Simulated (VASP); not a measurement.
# SnSbSe2I (C2/m) in VASP: single point with r2SCAN

Aim: the single point of SnSbSe2I with r2SCAN.

Everything below comes from runs of VASP 6.6.1. Logs are shortened: lines on timing, memory, paths and dates and some standing lists are left out, and cuts for length are marked.

### 1 The cell of the first run

The structure is monoclinic, space group C2/m (No. 12). The conventional cell has a = 14.165 Å, b = 4.181 Å, c = 10.860 Å, α = 90.00°, β = 92.05°, γ = 90.00°. I (site symmetry m) has 2 Sn at 3.12 Å and 4 Se at 3.76 to 4.23 Å and 2 Sb at 3.89 Å and 4 I at 4.18 to 4.24 Å within 4.3 Å. Sb (site symmetry m) has 5 Se at 2.65 to 3.12 Å within 3.5 Å. Within 3.7 Å of Se (site symmetry m) lie 2 Sb at 2.78 Å and 2 Sn at 2.98 to 3.05 Å. Se (site symmetry m) has 3 Sb at 2.65 to 3.12 Å and 2 Sn at 3.01 Å within 3.5 Å. Sn (site symmetry 2/m) has 6 Se at 2.98 to 3.01 Å within 3.9 Å. Sn (site symmetry 2/m) has 2 Se at 3.05 Å and 4 I at 3.12 Å within 4.0 Å.

### 2 Single point, r2SCAN

POSCAR reads:

```
SnSbSe2I
1.0
    0.0000001544      4.1811999732      0.0000000034
    7.0823723030     -2.0906002481     -0.0492019128
    0.3128315349     -0.0000000027    -10.8552427822
I Sb Se Sn
2 2 4 2
Direct
    0.3580376653      0.7160753306      0.8998380827
    0.6419623347      0.2839246694      0.1001619173
    0.2884998385      0.5769996770      0.3276793670
    0.7115001615      0.4230003230      0.6723206330
    0.0922685498      0.1845370995      0.7419562231
    0.9077314502      0.8154629005      0.2580437769
    0.3511073796      0.7022147592      0.5542726388
    0.6488926204      0.2977852408      0.4457273612
    0.0000000000      0.0000000000      0.5000000000
    0.0000000000      0.0000000000      0.0000000000
```

INCAR.step1 reads:

```
PREC = Accurate
ENCUT = 520
ISMEAR = -1
SIGMA = 0.0889
LREAL = False
LASPH = True
NELM = 60
NBANDS = 49
GGA = PE
ALGO = Normal
EDIFF = 1E-4
LWAVE = True
LCHARG = False
```

INCAR.step2 reads:

```
PREC = Accurate
ENCUT = 520
EDIFF = 1E-7
ISMEAR = -1
SIGMA = 0.0889
LREAL = False
LASPH = True
NELM = 60
ALGO = Normal
ISIF = 2
LWAVE = False
LCHARG = True
METAGGA = R2SCAN
LMIXTAU = True
LELF = True
LVHAR = True
NBANDS = 49
ISTART = 1
```

KPOINTS reads:

```
regular mesh
0
Gamma
  5 5 2
```

Potentials or basis: VASP PAW PBE potentials, release 64 (I, Sb, Se, Sn_d).

Launch:

```
$ cat potpaw_PBE.64/I/POTCAR potpaw_PBE.64/Sb/POTCAR potpaw_PBE.64/Se/POTCAR potpaw_PBE.64/Sn_d/POTCAR > POTCAR
$ cp INCAR.step1 INCAR
$ mpirun -np 1 vasp_std > vasp.out
$ cp INCAR.step2 INCAR
$ mpirun -np 1 vasp_std > vasp.out
```

OUTCAR:

```text
PREC = Accurate
   ENCUT = 520
   EDIFF = 1E-7
   ISMEAR = -1
   LREAL = False
   LASPH = True
   NELM = 60
   ISIF = 2
   METAGGA = R2SCAN
   ISTART = 1

 ion  position               nearest neighbor table
   1  0.358  0.716  0.900-  10 3.12  10 3.12
   2  0.642  0.284  0.100-  10 3.12  10 3.12
   3  0.288  0.577  0.328-   7 2.65   6 2.78   6 2.78   8 3.12   8 3.12
   4  0.712  0.423  0.672-   8 2.65   5 2.78   5 2.78   7 3.12   7 3.12
   5  0.092  0.185  0.742-   4 2.78   4 2.78   9 2.98  10 3.05
   6  0.908  0.815  0.258-   3 2.78   3 2.78   9 2.98  10 3.05
   7  0.351  0.702  0.554-   3 2.65   9 3.01   9 3.01   4 3.12   4 3.12
   8  0.649  0.298  0.446-   4 2.65   9 3.01   9 3.01   3 3.12   3 3.12
   9  0.000  0.000  0.500-   5 2.98   6 2.98   8 3.01   7 3.01   8 3.01   7 3.01
  10  0.000  0.000  0.000-   5 3.05   6 3.05   1 3.12   2 3.12   2 3.12   1 3.12

  LATTYP: Found a base centered monoclinic cell.
 ALAT       =    14.1650865666
 B/A-ratio  =     0.2951764505
 C/A-ratio  =     0.7666560638
 COS(beta)  =    -0.0357498637

  Lattice vectors:

 A1 = (  -7.0823724574,  -2.0905997251,   0.0492019094)
 A2 = (  -7.0823723030,   2.0906002481,   0.0492019128)
 A3 = (   0.3128315349,  -0.0000000027, -10.8552427822)

Analysis of symmetry for initial positions (statically):
=====================================================================
 Subroutine PRICEL returns:
 Original cell was already a primitive cell.

 Routine SETGRP: Setting up the symmetry group for a
 base centered monoclinic supercell.

 Subroutine GETGRP returns: Found  4 space group operations
 (whereof  4 operations were pure point group operations)
 out of a pool of  4 trial point group operations.

The static configuration has the point symmetry C_2h.

Analysis of symmetry for dynamics (positions and initial velocities):
=====================================================================
 Subroutine PRICEL returns:
 Original cell was already a primitive cell.

 Routine SETGRP: Setting up the symmetry group for a
 base centered monoclinic supercell.

 Subroutine GETGRP returns: Found  4 space group operations
 (whereof  4 operations were pure point group operations)
 out of a pool of  4 trial point group operations.

The dynamic configuration has the point symmetry C_2h.

 Subroutine INISYM returns: Found  4 space group operations
 (whereof  4 operations are pure point group operations),
 and found     1 'primitive' translations

----------------------------------------------------------------------------------------

                                     Primitive cell

  volume of cell :     321.3899

  direct lattice vectors                    reciprocal lattice vectors
     0.000000154  4.181199973  0.000000003     0.070611959  0.239165789  0.002034929
     7.082372303 -2.090600248 -0.049201913     0.141223899 -0.000000005  0.004069857
     0.312831535 -0.000000003-10.855242782    -0.000640104  0.000000000 -0.092139832

  length of vectors
     4.181199973  7.384648107 10.859749510     0.249380160  0.141282531  0.092142055

  position of ions in fractional coordinates (direct lattice)
     0.358037665  0.716075331  0.899838083
     0.641962335  0.283924669  0.100161917
     0.288499839  0.576999677  0.327679367
     0.711500161  0.423000323  0.672320633
     0.092268550  0.184537099  0.741956223
     0.907731450  0.815462901  0.258043777
     0.351107380  0.702214759  0.554272639
     0.648892620  0.297785241  0.445727361
     0.000000000  1.000000000  0.500000000
     0.000000000  0.000000000  0.000000000

  ion indices of the primitive-cell ions
   primitive index   ion index
                 1           1
                 2           2
                 3           3
                 4           4
                 5           5
                 6           6
                 7           7
                 8           8
                 9           9
                10          10

----------------------------------------------------------------------------------------

 KPOINTS: regular mesh

Automatic generation of k-mesh.
 Grid dimensions read from file:
 generate k-points for:    5    5    2

 Generating k-lattice:

  Cartesian coordinates                     Fractional coordinates (reciprocal lattice)
     0.014122392  0.047833158  0.000406986     0.200000000 -0.000000000 -0.000000000
     0.028244780 -0.000000001  0.000813971    -0.000000000  0.200000000  0.000000000
    -0.000320052  0.000000000 -0.046069916     0.000000000  0.000000000  0.500000000

  Length of vectors
     0.049876032  0.028256506  0.046071028

  Shift w.r.t. Gamma in fractional coordinates (k-lattice)
     0.000000000  0.000000000  0.000000000

 Subroutine IBZKPT returns following result:
 ===========================================

 Found     18 irreducible k-points:

 Following reciprocal coordinates:
            Coordinates               Weight
  0.000000  0.000000  0.000000      1.000000
  0.200000  0.000000  0.000000      4.000000
  0.400000 -0.000000  0.000000      4.000000
  0.000000  0.200000  0.000000      2.000000
  0.200000  0.200000  0.000000      4.000000
  0.400000  0.200000  0.000000      4.000000
[... 10 lines left out ...]
  0.000000  0.400000  0.500000      2.000000
  0.200000  0.400000  0.500000      2.000000
   k-points           NKPTS =     18   k-points in BZ     NKDIM =     18   number of bands    NBANDS=     49
   number of dos      NEDOS =    301   number of ions     NIONS =     10
   total plane-waves  NPLWV = 150528
   dimension x,y,z NGX =    32 NGY =   56 NGZ =   84
   dimension x,y,z NGXF=    64 NGYF=  112 NGZF=  168
   ions per type =               2   2   4   2
   NGX,Y,Z   is equivalent  to a cutoff of  12.72, 12.61, 12.86 a.u.
   NGXF,Y,Z  is equivalent  to a cutoff of  25.45, 25.21, 25.72 a.u.
 SYSTEM =  unknown system
   PREC   = accura    normal or accurate (medium, high low for compatibility)
   ISTART =      1    job   : 0-new  1-cont  2-samecut
   ICHARG =      0    charge: 1-file 2-atom 10-const
   ISPIN  =      1    spin polarized calculation?
   LNONCOLLINEAR =      F non collinear calculations
   LSORBIT =      F    spin-orbit coupling
   LASPH  =      T    aspherical Exc in radial PAW
   ENCUT  =  520.0 eV  38.22 Ry    6.18 a.u.   7.77 13.73 20.19*2*pi/ulx,y,z
   NELM   =     60;   NELMIN=  2; NELMDL=  0     # of ELM steps
   EDIFF  = 0.1E-06   stopping-criterion for ELM
   LREAL  =      F    real-space projection
   EDIFFG = 0.1E-05   stopping-criterion for IOM
   NSW    =      0    number of steps for IOM
   IBRION =     -1    ionic relax: 0-MD 1-quasi-New 2-CG
   NFREE  =      0    steps in history (QN), initial steepest desc. (CG)
   ISIF   =      2    stress and relaxation
   ISYM   =      2    0-nonsym 1-usesym 2-fastsym
   POTIM  = 0.5000    time-step for ionic-motion
   TEBEG  =    0.0;   TEEND  =   0.0 temperature during run
   PSTRESS=    0.0 pullay stress
   NELECT =      76.0000    total number of electrons
   NUPDOWN=      -1.0000    fix difference up-down
   EMIN   =  10.00;   EMAX   =-10.00  energy-range for DOS
   EFERMI =   0.00;   METHOD = LEGACY
   ISMEAR =    -1;   SIGMA  =   0.09  broadening in eV -4-tet -1-fermi 0-gaus
   EFERMI_NEDOS =   21; number of points for ismear=-14 and -15
   IALGO  =     38    algorithm
   IMIX   =      4    mixing-type and parameters
     AMIX     =   0.40;   BMIX     =  1.00
     AMIX_MAG =   1.60;   BMIX_MAG =  1.00
  volume/ion in A,a.u.               =      32.14       216.88
  Fermi-wavevector in a.u.,A,eV,Ry     =   1.012361  1.913084 13.944259  1.024874
  Thomas-Fermi vector in A             =   2.145465
   LORBIT       =      0    0 simple, 1 ext, 2 COOP (PROOUT), +10 PAW based schemes
   METAGGA = R2SCAN    functional components
   LHFCALC =     F    Hartree Fock is set to
   AEXX    =    0.0000 exact exchange contribution
   IVDW    =     0    specifies the selected vdW correction
   LEPSILON=     F    determine dielectric tensor
   LRPA    =     F    only Hartree local field effects (RPA)
 non-spin polarized calculation
  energy-cutoff  :      520.00
  volume of cell :      321.39
 maximum number of plane-waves:      8676
   NGX = 15   NGY = 27   NGZ = 41

 number of electron      76.0000003 magnetization

 Free energy of the ion-electron system (eV)
  ---------------------------------------------------
  ext. energy  EPLUGINS =         0.00000000
  ---------------------------------------------------
  free energy    TOTEN  =      -210.81968620 eV

  energy without entropy =     -210.81247685  energy(sigma->0) =     -210.81608152

 E-fermi :   4.4290     XC(G=0):  -9.2721

 val. band max:        4.1674515826   @ k =   0.2000   0.0000   0.0000
 cond. band min:       4.6337131863   @ k =   0.0000   0.0000   0.0000
 fundamental gap:      0.4662616038
 Fermi energy:         4.4290016877

 k-point     1 :       0.0000    0.0000    0.0000
  band No.  band energies     occupation
      1     -18.0632      2.00000
      2     -18.0583      2.00000
      3     -18.0477      2.00000
      4     -18.0369      2.00000
      5     -18.0339      2.00000
      6     -17.9396      2.00000
[... 41 lines left out ...]
     48       7.6662      0.00000
     49       7.6960      0.00000

 k-point     2 :       0.2000    0.0000    0.0000
  band No.  band energies     occupation
      1     -18.0631      2.00000
      2     -18.0570      2.00000
      3     -18.0471      2.00000
      4     -18.0389      2.00000
      5     -18.0331      2.00000
      6     -17.9361      2.00000
[... 41 lines left out ...]
     48       8.3745      0.00000
     49       8.6565      0.00000

 k-point     3 :       0.4000   -0.0000    0.0000
  band No.  band energies     occupation
      1     -18.0711      2.00000
      2     -18.0481      2.00000
      3     -18.0458      2.00000
      4     -18.0419      2.00000
      5     -18.0313      2.00000
      6     -17.9312      2.00000
[... 769 lines left out ...]
     48       7.7109      0.00000
     49       8.4325      0.00000

 k-point    18 :       0.2000    0.4000    0.5000
  band No.  band energies     occupation
      1     -18.0631      2.00000
      2     -18.0570      2.00000
      3     -18.0471      2.00000
      4     -18.0389      2.00000
      5     -18.0331      2.00000
      6     -17.9361      2.00000
[... 41 lines left out ...]
     48       7.9426      0.00000
     49       8.1253      0.00000

------------------------ aborting loop because EDIFF is reached ----------------------------------------

  FORCE on cell =-STRESS in cart. coord.  units (eV):
  Direction    XX          YY          ZZ          XY          YZ          ZX
  --------------------------------------------------------------------------------------
  -------------------------------------------------------------------------------------
  Total        0.0149384     -0.0096046      0.1000531     -0.0000000      0.0000000     -0.0145113
  in kB        0.0744703     -0.0478806      0.4987800     -0.0000000      0.0000000     -0.0723412
  external PRESSURE =       0.1751232 kB  Pullay stress =       0.0000000 kB

 VOLUME and BASIS-vectors are now :
 -----------------------------------------------------------------------------
  energy-cutoff  :      520.00
  volume of cell :      321.39
      direct lattice vectors                 reciprocal lattice vectors
     0.000000154  4.181199973  0.000000003     0.070611959  0.239165789  0.002034929
     7.082372303 -2.090600248 -0.049201913     0.141223899 -0.000000005  0.004069857
     0.312831535 -0.000000003-10.855242782    -0.000640104  0.000000000 -0.092139832

 POSITION                                       TOTAL-FORCE (eV/Angst)
 -----------------------------------------------------------------------------------
      5.35301     -0.00000     -9.80319        -0.000717      0.000000      0.000900
      2.04219      2.09060     -1.10125         0.000717     -0.000000     -0.000900
      4.18904     -0.00000     -3.58543        -0.022742      0.000000      0.009726
      3.20617      2.09060     -7.31902         0.022742     -0.000000     -0.009726
      1.53907     -0.00000     -8.06319        -0.004313      0.000000     -0.002951
      5.85614      2.09060     -2.84125         0.004313     -0.000000      0.002951
      5.14674     -0.00000     -6.05131        -0.000432      0.000000     -0.021127
      2.24846      2.09060     -4.85313         0.000432     -0.000000      0.021127
      0.15642     -0.00000     -5.42762        -0.000000     -0.000000     -0.000000
      0.00000      0.00000      0.00000        -0.000000     -0.000000     -0.000000
 -----------------------------------------------------------------------------------
    total drift:                                0.000000     -0.000000      0.000000

  FREE ENERGIE OF THE ION-ELECTRON SYSTEM (eV)
  ---------------------------------------------------
  free  energy   TOTEN  =      -210.8196862044 eV

  energy  without entropy=     -210.8124768453  energy(sigma->0) =     -210.81608152
```

It took 9.8 min on 1 thread of Intel Xeon Platinum 8488C (Sapphire Rapids), shared host; peak memory 0.59 GiB.

Results:

```yaml
Free_energy: -210.8197 eV
Pressure: 0.0 GPa
Largest_force: 0.025 eV/Å
Band_gap_on_the_k_mesh: 0.47 eV (least direct gap 0.72 eV)
```

Forces in eV/Å, atoms in the order of the input:
```
I   -0.001  0.000  0.001
I    0.001  0.000 -0.001
Sb  -0.023  0.000  0.010
Sb   0.023  0.000 -0.010
Se  -0.004  0.000 -0.003
Se   0.004  0.000  0.003
Se   0.000  0.000 -0.021
Se   0.000  0.000  0.021
Sn   0.000  0.000  0.000
Sn   0.000  0.000  0.000
```

Caveat: semilocal functionals underestimate gaps, and a narrow one can read as zero; the PAW data sets were made with another functional, which shifts forces and pressure a little; spin-orbit coupling is left out, which moves the levels of the heavy elements.
